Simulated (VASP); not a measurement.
# MgO (Fm-3m) in VASP: density of states with PBE

Aim: the density of states of MgO with PBE.

All numbers are computed with VASP 6.6.1; they aren't measurements. Logs are shortened: lines on timing, memory, paths and dates and some standing lists are left out, and cuts for length are marked.

### 1 The cell of the first run

Symmetry: Fm-3m, No. 225, cubic system. The conventional cell has a = 4.424 Å, b = 4.424 Å, c = 4.424 Å, α = 90.00°, β = 90.00°, γ = 90.00°. Within 2.9 Å of Mg (site symmetry m-3m) lie 6 O at 2.21 Å. O (site symmetry m-3m) has 6 Mg at 2.21 Å within 2.9 Å.

### 2 Density of states, PBE

Contents of POSCAR:

```
MgO
1.0
    0.0000000000      2.2119513600      2.2119513600
    2.2119513600      0.0000000000      2.2119513600
    2.2119513600      2.2119513600      0.0000000000
Mg O
1 1
Direct
    0.0000000000      0.0000000000      0.0000000000
    0.5000000000      0.5000000000      0.5000000000
```

Contents of INCAR.step1:

```
SYSTEM = MgO
ALGO     = Normal         ! electronic algorithm
EDIFF    = 1E-6           ! SCF threshold, eV
ENCUT    = 520            ! plane-wave cutoff, eV
GGA      = PE             ! functional
GGA_COMPAT= .FALSE.      
ISIF     = 2              ! what is computed and relaxed
ISMEAR   = -1             ! smearing method
LASPH    = .TRUE.         ! aspherical terms in the spheres
LCHARG   = .TRUE.         ! write CHGCAR
LORBIT   = 11             ! projections on sites
LREAL    = .FALSE.        ! projectors in reciprocal space
LWAVE    = .FALSE.        ! write WAVECAR
NBANDS   = 11             ! bands
NEDOS    = 2001           ! points of the DOS
NELM     = 120            ! most SCF steps
PREC     = Accurate       ! precision mode
SIGMA    = 0.0666         ! smearing width, eV
```

Contents of KPOINTS.step1:

```
k-points
0
G
  10 10 10
  0 0 0
```

Contents of INCAR.step2:

```
SYSTEM = MgO
ALGO     = Normal         ! electronic algorithm
EDIFF    = 1E-6           ! SCF threshold, eV
ENCUT    = 520            ! plane-wave cutoff, eV
GGA      = PE             ! functional
GGA_COMPAT= .FALSE.      
ICHARG   = 11             ! starting density
ISIF     = 2              ! what is computed and relaxed
ISMEAR   = -5             ! smearing method
LASPH    = .TRUE.         ! aspherical terms in the spheres
LCHARG   = .FALSE.        ! write CHGCAR
LORBIT   = 11             ! projections on sites
LREAL    = .FALSE.        ! projectors in reciprocal space
LWAVE    = .FALSE.        ! write WAVECAR
NEDOS    = 1001           ! points of the DOS
NELM     = 120            ! most SCF steps
PREC     = Accurate       ! precision mode
SIGMA    = 0.0666         ! smearing width, eV
```

Contents of KPOINTS.step2:

```
k-points
0
G
  15 15 15
  0 0 0
```

Potentials or basis: VASP PAW PBE potentials, release 64 (Mg, O).

Started as:

```sh
$ cat potpaw_PBE.64/Mg/POTCAR potpaw_PBE.64/O/POTCAR > POTCAR
$ cp INCAR.step1 INCAR
$ cp KPOINTS.step1 KPOINTS
$ mpirun -np 1 vasp_std > vasp.out
$ cp INCAR.step2 INCAR
$ cp KPOINTS.step2 KPOINTS
$ mpirun -np 1 vasp_std > vasp.out
```

OUTCAR:

```text
SYSTEM = MgO
   EDIFF = 1E-6
   ENCUT = 520
   GGA = PE
   ICHARG = 11
   ISIF = 2
   ISMEAR = -5
   LASPH = .TRUE.
   LORBIT = 11
   LREAL = .FALSE.
   NELM = 120
   PREC = Accurate

 ion  position               nearest neighbor table
   1  0.000  0.000  0.000-   2 2.21   2 2.21   2 2.21   2 2.21   2 2.21   2 2.21
   2  0.500  0.500  0.500-   1 2.21   1 2.21   1 2.21   1 2.21   1 2.21   1 2.21

  LATTYP: Found a face centered cubic cell.
 ALAT       =     4.4239027200

  Lattice vectors:

 A1 = (   0.0000000000,   2.2119513600,   2.2119513600)
 A2 = (   2.2119513600,   0.0000000000,   2.2119513600)
 A3 = (   2.2119513600,   2.2119513600,   0.0000000000)

Analysis of symmetry for initial positions (statically):
=====================================================================
 Subroutine PRICEL returns:
 Original cell was already a primitive cell.

 Routine SETGRP: Setting up the symmetry group for a
 face centered cubic supercell.

 Subroutine GETGRP returns: Found 48 space group operations
[... 9 lines left out ...]

 Routine SETGRP: Setting up the symmetry group for a
 face centered cubic supercell.

 Subroutine GETGRP returns: Found 48 space group operations
[... 11 lines left out ...]
                                     Primitive cell

  volume of cell :      21.6450

  direct lattice vectors                    reciprocal lattice vectors
     0.000000000  2.211951360  2.211951360    -0.226044754  0.226044754  0.226044754
     2.211951360  0.000000000  2.211951360     0.226044754 -0.226044754  0.226044754
     2.211951360  2.211951360  0.000000000     0.226044754  0.226044754 -0.226044754

  length of vectors
     3.128171613  3.128171613  3.128171613     0.391520998  0.391520998  0.391520998

  position of ions in fractional coordinates (direct lattice)
     0.000000000  0.000000000  0.000000000
     0.500000000  0.500000000  0.500000000

  ion indices of the primitive-cell ions
   primitive index   ion index
                 1           1
                 2           2

----------------------------------------------------------------------------------------

 KPOINTS: k-points

Automatic generation of k-mesh.
 Grid dimensions read from file:
 generate k-points for:   15   15   15

 Generating k-lattice:

  Cartesian coordinates                     Fractional coordinates (reciprocal lattice)
    -0.015069650  0.015069650  0.015069650     0.066666667  0.000000000  0.000000000
     0.015069650 -0.015069650  0.015069650     0.000000000  0.066666667  0.000000000
     0.015069650  0.015069650 -0.015069650     0.000000000  0.000000000  0.066666667

  Length of vectors
     0.026101400  0.026101400  0.026101400

  Shift w.r.t. Gamma in fractional coordinates (k-lattice)
     0.000000000  0.000000000  0.000000000

 TETIRR: Found    484 inequivalent tetrahedra from    20250

 Subroutine IBZKPT returns following result:
 ===========================================

 Found    120 irreducible k-points:

 Following reciprocal coordinates:
            Coordinates               Weight
  0.000000  0.000000  0.000000      1.000000
  0.066667  0.000000  0.000000      8.000000
  0.133333  0.000000  0.000000      8.000000
  0.200000  0.000000  0.000000      8.000000
  0.266667  0.000000  0.000000      8.000000
  0.333333  0.000000  0.000000      8.000000
[... 16 lines left out ...]
  0.133333  0.133333  0.000000      6.000000
  0.200000  0.133333  0.000000     24.000000
 [... further k-points ...]
   k-points           NKPTS =    120   k-points in BZ     NKDIM =    120   number of bands    NBANDS=      8
   number of dos      NEDOS =   1001   number of ions     NIONS =      2
   total plane-waves  NPLWV =  13824
   dimension x,y,z NGX =    24 NGY =   24 NGZ =   24
   dimension x,y,z NGXF=    48 NGYF=   48 NGZF=   48
   ions per type =               1   1
   NGX,Y,Z   is equivalent  to a cutoff of  12.75, 12.75, 12.75 a.u.
   NGXF,Y,Z  is equivalent  to a cutoff of  25.51, 25.51, 25.51 a.u.
 SYSTEM =  MgO
   PREC   = accura    normal or accurate (medium, high low for compatibility)
   ISTART =      0    job   : 0-new  1-cont  2-samecut
   ICHARG =     11    charge: 1-file 2-atom 10-const
   ISPIN  =      1    spin polarized calculation?
   LNONCOLLINEAR =      F non collinear calculations
   LSORBIT =      F    spin-orbit coupling
   LASPH  =      T    aspherical Exc in radial PAW
   ENCUT  =  520.0 eV  38.22 Ry    6.18 a.u.   5.82  5.82  5.82*2*pi/ulx,y,z
   NELM   =    120;   NELMIN=  2; NELMDL=  0     # of ELM steps
   EDIFF  = 0.1E-05   stopping-criterion for ELM
   LREAL  =      F    real-space projection
   EDIFFG = 0.1E-04   stopping-criterion for IOM
   NSW    =      0    number of steps for IOM
   IBRION =     -1    ionic relax: 0-MD 1-quasi-New 2-CG
   NFREE  =      0    steps in history (QN), initial steepest desc. (CG)
   ISIF   =      2    stress and relaxation
   ISYM   =      2    0-nonsym 1-usesym 2-fastsym
   POTIM  = 0.5000    time-step for ionic-motion
   TEBEG  =    0.0;   TEEND  =   0.0 temperature during run
   PSTRESS=    0.0 pullay stress
   NELECT =       8.0000    total number of electrons
   NUPDOWN=      -1.0000    fix difference up-down
   EMIN   =  10.00;   EMAX   =-10.00  energy-range for DOS
   EFERMI =   0.00;   METHOD = LEGACY
   ISMEAR =    -5;   SIGMA  =   0.07  broadening in eV -4-tet -1-fermi 0-gaus
   EFERMI_NEDOS =   21; number of points for ismear=-14 and -15
   IALGO  =     38    algorithm
   IMIX   =      4    mixing-type and parameters
     AMIX     =   0.40;   BMIX     =  1.00
     AMIX_MAG =   1.60;   BMIX_MAG =  1.00
  volume/ion in A,a.u.               =      10.82        73.03
  Fermi-wavevector in a.u.,A,eV,Ry     =   1.174859  2.220162 18.780051  1.380295
  Thomas-Fermi vector in A             =   2.311250
   LORBIT       =     11    0 simple, 1 ext, 2 COOP (PROOUT), +10 PAW based schemes
   GGA     = PE    functional components
   LHFCALC =     F    Hartree Fock is set to
   AEXX    =    0.0000 exact exchange contribution
   IVDW    =     0    specifies the selected vdW correction
   LEPSILON=     F    determine dielectric tensor
   LRPA    =     F    only Hartree local field effects (RPA)
 non-spin polarized calculation
 Fermi weights with tetrahedron method with Bloechl corrections
  energy-cutoff  :      520.00
  volume of cell :       21.64
 maximum number of plane-waves:       596

 number of electron       7.9999998 magnetization

 Free energy of the ion-electron system (eV)
  ---------------------------------------------------
  ext. energy  EPLUGINS =         0.00000000
  ---------------------------------------------------
  free energy    TOTEN  =       -11.78947182 eV

  energy without entropy =      -11.78947182  energy(sigma->0) =      -11.78947182

 E-fermi :   2.1805     XC(G=0): -10.4026

 val. band max:        2.1664952962   @ k =   0.0000   0.0000   0.0000
 cond. band min:       5.5883184034   @ k =   0.0000   0.0000   0.0000
 fundamental gap:      3.4218231072
 Fermi energy:         2.1805442377

 k-point     1 :       0.0000    0.0000    0.0000
  band No.  band energies     occupation
      1     -14.4099      2.00000
      2       2.1665      2.00000
      3       2.1665      2.00000
      4       2.1665      2.00000
      5       5.5883      0.00000
      6      17.1259      0.00000
      7      17.1259      0.00000
      8      17.1259      0.00000

 k-point     2 :       0.0667    0.0000    0.0000
  band No.  band energies     occupation
      1     -14.3738      2.00000
      2       1.8583      2.00000
      3       2.1428      2.00000
      4       2.1428      2.00000
      5       5.9044      0.00000
      6      16.4718      0.00000
      7      17.2124      0.00000
      8      17.2124      0.00000

 k-point     3 :       0.1333    0.0000    0.0000
  band No.  band energies     occupation
      1     -14.2694      2.00000
      2       1.1616      2.00000
      3       2.0769      2.00000
      4       2.0769      2.00000
      5       6.6185      0.00000
      6      15.3503      0.00000
      7      17.4240      0.00000
      8      17.4240      0.00000

 k-point     4 :       0.2000    0.0000    0.0000
  band No.  band energies     occupation
      1     -14.1098      2.00000
      2       0.3566      2.00000
      3       1.9822      2.00000
      4       1.9822      2.00000
      5       7.4301      0.00000
      6      14.3645      0.00000
      7      17.6012      0.00000
      8      17.6012      0.00000

 k-point     5 :       0.2667    0.0000    0.0000
  band No.  band energies     occupation
      1     -13.9174      2.00000
      2      -0.4166      2.00000
      3       1.8767      2.00000
      4       1.8767      2.00000
      5       8.1655      0.00000
      6      13.6627      0.00000
      7      17.5611      0.00000
      8      17.5611      0.00000
[... 177 lines left out ...]
 k-point    22 :      -0.0667    0.0667    0.0000
  band No.  band energies     occupation
      1     -14.3149      2.00000
      2       1.4714      2.00000
      3       2.0453      2.00000
      4       2.1295      2.00000
      5       6.3403      0.00000
      6      15.7754      0.00000
      7      17.2426      0.00000
      8      17.3955      0.00000

 k-point    23 :       0.1333    0.1333    0.0000
  band No.  band energies     occupation
      1     -14.2245      2.00000
      2       1.0838      2.00000
      3       1.9483      2.00000
      4       1.9483      2.00000
      5       6.9356      0.00000
      6      14.9788      0.00000
      7      17.4580      0.00000
      8      17.4580      0.00000

 k-point    24 :       0.2000    0.1333    0.0000
  band No.  band energies     occupation
      1     -14.1085      2.00000
      2       0.5723      2.00000
      3       1.8402      2.00000
      4       1.8481      2.00000
      5       7.5624      0.00000
      6      14.2563      0.00000
      7      17.4645      0.00000
      8      17.6202      0.00000

 [... further k-points ...]
[... 5 lines left out ...]
  --------------------------------------------------------------------------------------
  -------------------------------------------------------------------------------------
  Total       -1.9559323     -1.9559323     -1.9559323      0.0000000      0.0000000     -0.0000000
  in kB     -144.7797075   -144.7797075   -144.7797075      0.0000000      0.0000000     -0.0000000
  external PRESSURE =    -144.7797075 kB  Pullay stress =       0.0000000 kB

 VOLUME and BASIS-vectors are now :
 -----------------------------------------------------------------------------
  energy-cutoff  :      520.00
  volume of cell :       21.64
      direct lattice vectors                 reciprocal lattice vectors
     0.000000000  2.211951360  2.211951360    -0.226044754  0.226044754  0.226044754
     2.211951360  0.000000000  2.211951360     0.226044754 -0.226044754  0.226044754
     2.211951360  2.211951360  0.000000000     0.226044754  0.226044754 -0.226044754

 POSITION                                       TOTAL-FORCE (eV/Angst)
 -----------------------------------------------------------------------------------
      0.00000      0.00000      0.00000         0.000000      0.000000      0.000000
      2.21195      2.21195      2.21195         0.000000      0.000000     -0.000000
 -----------------------------------------------------------------------------------
    total drift:                               -0.000000      0.000000      0.000000

  FREE ENERGIE OF THE ION-ELECTRON SYSTEM (eV)
  ---------------------------------------------------
  free  energy   TOTEN  =       -11.7894718186 eV

  energy  without entropy=      -11.7894718186  energy(sigma->0) =      -11.78947182

 total charge

# of ion       s       p       d       tot
------------------------------------------
    1        0.131   0.139   0.055   0.325
    2        1.542   3.480   0.000   5.021
--------------------------------------------------
tot          1.673   3.619   0.055   5.347
```

Wall time 8.8 s (1 thread of Intel Xeon 6975P-C (Granite Rapids), shared host); peak memory 0.15 GiB.

Results:

| Quantity | Value |
| --- | --- |
| Valence electrons inside the program's atomic spheres | Mg 0.33; O 5.02 |

Levels at points of the mesh, in eV from the valence-band top:
```tsv
k point	band 1	band 2	band 3	band 4	band 5	band 6	band 7	band 8
(0.00, 0.00, 0.00)	-16.58	0.00	0.00	0.00	3.42	14.96	14.96	14.96
```
